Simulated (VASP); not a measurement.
# LuBI (P4/nmm) in VASP: single point with r2SCAN

Aim: the single point of LuBI with r2SCAN.

Program: VASP 6.6.1. These are calculated values, not measurements. Logs are shortened: lines on timing, memory, paths and dates and some standing lists are left out, and cuts for length are marked.

**1. The cell of the first run**

It takes space group P4/nmm (No. 129, tetragonal). The conventional cell has a = 3.854 Å, b = 3.854 Å, c = 9.179 Å, α = 90.00°, β = 90.00°, γ = 90.00°. Within 2.9 Å of Lu (site symmetry 4mm) lie 4 B at 2.20 Å. Within 4.4 Å of I (site symmetry 4mm) lie 5 Lu at 3.31 to 4.01 Å and 4 B at 3.52 Å and 8 I at 3.85 to 4.27 Å. B (site symmetry -4m2) has 4 Lu at 2.20 Å and 4 B at 2.73 Å within 2.9 Å.

**2. Single point, r2SCAN**

POSCAR

```
LuBI
1.0
    3.8541930000      0.0000000000      0.0000000000
    0.0000000000      3.8541930000      0.0000000000
    0.0000000000      0.0000000000      9.1787440000
Lu I B
2 2 2
Direct
    0.7500000000      0.7500000000      0.3838600000
    0.2500000000      0.2500000000      0.6161400000
    0.2500000000      0.2500000000      0.1791800000
    0.7500000000      0.7500000000      0.8208200000
    0.7500000000      0.2500000000      0.5000000000
    0.2500000000      0.7500000000      0.5000000000
```

INCAR.step1

```
ALGO = Normal
EDIFF = 1E-4
ENCUT = 520
GGA = PE
ISMEAR = -1
LASPH = T
LCHARG = F
LREAL = F
LWAVE = T
NBANDS = 44
NELM = 80
PREC = Accurate
SIGMA = 0.1
```

INCAR.step2

```
ALGO = Normal
EDIFF = 1E-6
ENCUT = 520
ISIF = 2
ISMEAR = -1
ISTART = 1
LASPH = T
LCHARG = F
LMIXTAU = T
LREAL = F
LWAVE = F
METAGGA = R2SCAN
NBANDS = 44
NELM = 80
PREC = Accurate
SIGMA = 0.1
```

KPOINTS

```
k-points
0
Gamma
  9 9 4
```

Potentials or basis: VASP PAW PBE potentials, release 64 (Lu, I, B).

Launch:

```console
> cat potpaw_PBE.64/Lu/POTCAR potpaw_PBE.64/I/POTCAR potpaw_PBE.64/B/POTCAR > POTCAR
> cp INCAR.step1 INCAR
> mpirun -np 1 vasp_std > vasp.out
> cp INCAR.step2 INCAR
> mpirun -np 1 vasp_std > vasp.out
```

OUTCAR:

```text
EDIFF = 1E-6
   ENCUT = 520
   ISIF = 2
   ISMEAR = -1
   ISTART = 1
   LASPH = T
   LREAL = F
   METAGGA = R2SCAN
   NELM = 80
   PREC = Accurate

 ion  position               nearest neighbor table
   1  0.750  0.750  0.384-   5 2.20   6 2.20   5 2.20   6 2.20   3 3.31   3 3.31   3 3.31   3 3.31
                             2 3.46   2 3.46   2 3.46   2 3.46
   2  0.250  0.250  0.616-   5 2.20   6 2.20   6 2.20   5 2.20   4 3.31   4 3.31   4 3.31   4 3.31
                             1 3.46   1 3.46   1 3.46   1 3.46
   3  0.250  0.250  0.179-   1 3.31   1 3.31   1 3.31   1 3.31
   4  0.750  0.750  0.821-   2 3.31   2 3.31   2 3.31   2 3.31
   5  0.750  0.250  0.500-   1 2.20   2 2.20   1 2.20   2 2.20
   6  0.250  0.750  0.500-   1 2.20   2 2.20   2 2.20   1 2.20

  LATTYP: Found a simple tetragonal cell.
 ALAT       =     3.8541930000
 C/A-ratio  =     2.3814956853

  Lattice vectors:

 A1 = (   3.8541930000,   0.0000000000,   0.0000000000)
 A2 = (   0.0000000000,   3.8541930000,   0.0000000000)
 A3 = (   0.0000000000,   0.0000000000,   9.1787440000)

Analysis of symmetry for initial positions (statically):
=====================================================================
 Subroutine PRICEL returns:
 Original cell was already a primitive cell.

 Routine SETGRP: Setting up the symmetry group for a
 simple tetragonal supercell.

 Subroutine GETGRP returns: Found 16 space group operations
 (whereof  4 operations were pure point group operations)
 out of a pool of 16 trial point group operations.

The static configuration has the point symmetry C_2h.
 The point group associated with its full space group is D_4h.

Analysis of symmetry for dynamics (positions and initial velocities):
=====================================================================
 Subroutine PRICEL returns:
 Original cell was already a primitive cell.

 Routine SETGRP: Setting up the symmetry group for a
 simple tetragonal supercell.

 Subroutine GETGRP returns: Found 16 space group operations
 (whereof  4 operations were pure point group operations)
 out of a pool of 16 trial point group operations.

The dynamic configuration has the point symmetry C_2h.
 The point group associated with its full space group is D_4h.

 Subroutine INISYM returns: Found 16 space group operations
 (whereof  4 operations are pure point group operations),
 and found     1 'primitive' translations

----------------------------------------------------------------------------------------
[... 99 lines left out ...]
   ENCUT  =  520.0 eV  38.22 Ry    6.18 a.u.   7.17  7.17 17.07*2*pi/ulx,y,z
   NELM   =     80;   NELMIN=  2; NELMDL=  0     # of ELM steps
   EDIFF  = 0.1E-05   stopping-criterion for ELM
   LREAL  =      F    real-space projection
   EDIFFG = 0.1E-04   stopping-criterion for IOM
   NSW    =      0    number of steps for IOM
   IBRION =     -1    ionic relax: 0-MD 1-quasi-New 2-CG
   NFREE  =      0    steps in history (QN), initial steepest desc. (CG)
   ISIF   =      2    stress and relaxation
   ISYM   =      2    0-nonsym 1-usesym 2-fastsym
   POTIM  = 0.5000    time-step for ionic-motion
   TEBEG  =    0.0;   TEEND  =   0.0 temperature during run
   PSTRESS=    0.0 pullay stress
   NELECT =      70.0000    total number of electrons
   NUPDOWN=      -1.0000    fix difference up-down
   EMIN   =  10.00;   EMAX   =-10.00  energy-range for DOS
   EFERMI =   0.00;   METHOD = LEGACY
   ISMEAR =    -1;   SIGMA  =   0.10  broadening in eV -4-tet -1-fermi 0-gaus
   EFERMI_NEDOS =   21; number of points for ismear=-14 and -15
   IALGO  =     38    algorithm
   IMIX   =      4    mixing-type and parameters
     AMIX     =   0.40;   BMIX     =  1.00
     AMIX_MAG =   1.60;   BMIX_MAG =  1.00
  volume/ion in A,a.u.               =      22.72       153.35
  Fermi-wavevector in a.u.,A,eV,Ry     =   1.310863  2.477173 23.379748  1.718363
  Thomas-Fermi vector in A             =   2.441364
   LORBIT       =      0    0 simple, 1 ext, 2 COOP (PROOUT), +10 PAW based schemes
   METAGGA = R2SCAN    functional components
   LHFCALC =     F    Hartree Fock is set to
   AEXX    =    0.0000 exact exchange contribution
   IVDW    =     0    specifies the selected vdW correction
   LEPSILON=     F    determine dielectric tensor
   LRPA    =     F    only Hartree local field effects (RPA)
 non-spin polarized calculation
  energy-cutoff  :      520.00
  volume of cell :      136.35
 maximum number of plane-waves:      3692
 NGX is ok and might be reduce to    30
   NGX = 15   NGY = 15   NGZ = 35

 number of electron      70.0000018 magnetization

 Free energy of the ion-electron system (eV)
  ---------------------------------------------------
  ext. energy  EPLUGINS =         0.00000000
  ---------------------------------------------------
  free energy    TOTEN  =      -138.31347720 eV

  energy without entropy =     -138.18785380  energy(sigma->0) =     -138.25066550

 E-fermi :   3.4821     XC(G=0): -10.5588

 val. band max:        3.4700837134   @ k =   0.3333   0.2222   0.2500
 cond. band min:       3.4982386343   @ k =   0.3333   0.2222   0.5000
 fundamental gap:      0.0281549209
 Fermi energy:         3.4820642161

 k-point     1 :       0.0000    0.0000    0.0000
  band No.  band energies     occupation
      1     -53.0058      2.00000
      2     -52.9785      2.00000
      3     -23.3328      2.00000
      4     -23.2391      2.00000
      5     -23.2391      2.00000
      6     -23.0570      2.00000
[... 1117 lines left out ...]
     43       9.3519      0.00000
     44       9.4431      0.00000

 [... further k-points ...]
[... 5 lines left out ...]
  --------------------------------------------------------------------------------------
  -------------------------------------------------------------------------------------
  Total       10.5692530     10.5692530     12.6775164      0.0000000     -0.0000000      0.0000000
  in kB      124.1951692    124.1951692    148.9685497      0.0000000     -0.0000000      0.0000000
  external PRESSURE =     132.4529627 kB  Pullay stress =       0.0000000 kB

 VOLUME and BASIS-vectors are now :
 -----------------------------------------------------------------------------
  energy-cutoff  :      520.00
  volume of cell :      136.35
      direct lattice vectors                 reciprocal lattice vectors
     3.854193000  0.000000000  0.000000000     0.259457687  0.000000000  0.000000000
     0.000000000  3.854193000  0.000000000     0.000000000  0.259457687  0.000000000
     0.000000000  0.000000000  9.178744000     0.000000000  0.000000000  0.108947368

 POSITION                                       TOTAL-FORCE (eV/Angst)
 -----------------------------------------------------------------------------------
      2.89064      2.89064      3.52335        -0.000000      0.000000     -5.612029
      0.96355      0.96355      5.65539         0.000000     -0.000000      5.612029
      0.96355      0.96355      1.64465        -0.000000      0.000000     -0.094138
      2.89064      2.89064      7.53410        -0.000000      0.000000      0.094138
      2.89064      0.96355      4.58937        -0.000000      0.000000      0.000000
      0.96355      2.89064      4.58937        -0.000000      0.000000      0.000000
 -----------------------------------------------------------------------------------
    total drift:                                0.000000      0.000000     -0.000000

  FREE ENERGIE OF THE ION-ELECTRON SYSTEM (eV)
  ---------------------------------------------------
  free  energy   TOTEN  =      -138.3134772043 eV

  energy  without entropy=     -138.1878537995  energy(sigma->0) =     -138.25066550
```

OUTCAR.step1:

```text
EDIFF = 1E-4
   ENCUT = 520
   GGA = PE
   ISMEAR = -1
   LASPH = T
[... 1368 lines left out ...]
      0.96355      0.96355      1.64465         0.000000     -0.000000     -0.066195
      2.89064      2.89064      7.53410         0.000000     -0.000000      0.066195
      2.89064      0.96355      4.58937         0.000000     -0.000000      0.000000
      0.96355      2.89064      4.58937         0.000000     -0.000000     -0.000000
 -----------------------------------------------------------------------------------
    total drift:                                0.000000      0.000000     -0.000000

  FREE ENERGIE OF THE ION-ELECTRON SYSTEM (eV)
  ---------------------------------------------------
  free  energy   TOTEN  =       -23.3617047654 eV

  energy  without entropy=      -23.2287104617  energy(sigma->0) =      -23.29520761
```

Wall time 15 min (1 thread of AMD EPYC 7R13 (Zen 3), shared host); peak memory 0.4 GiB.

What came out:

| Item | Value |
| --- | --- |
| Free energy | -138.3135 eV |
| Pressure | 13.2 GPa |
| Largest force | 5.612 eV/Å |
| Band gap on the k mesh | zero (bands 35 and 36 overlap by 2.32 eV) |

Forces in eV/Å, atoms in the order of the input:
```
Lu   0.000  0.000 -5.612
Lu   0.000  0.000  5.612
I    0.000  0.000 -0.094
I    0.000  0.000  0.094
B    0.000  0.000  0.000
B    0.000  0.000  0.000
```

Levels at points of the mesh, in eV from the Fermi level:
```tsv
k point	band 33	band 34	band 35	band 36	band 37	band 38
(0.00, 0.00, 0.00)	-1.28	-1.28	-1.28	0.13	3.15	3.15
(0.00, 0.00, 0.50)	-1.28	-1.12	-1.12	-0.83	3.08	3.08
```

Caveat: the cell stands under pressure; the PAW data sets were made with another functional, which shifts forces and pressure a little; spin-orbit coupling is left out, which moves the levels of the heavy elements.

The gap in the log of VASP goes by the Fermi energy; the results here count the filled bands.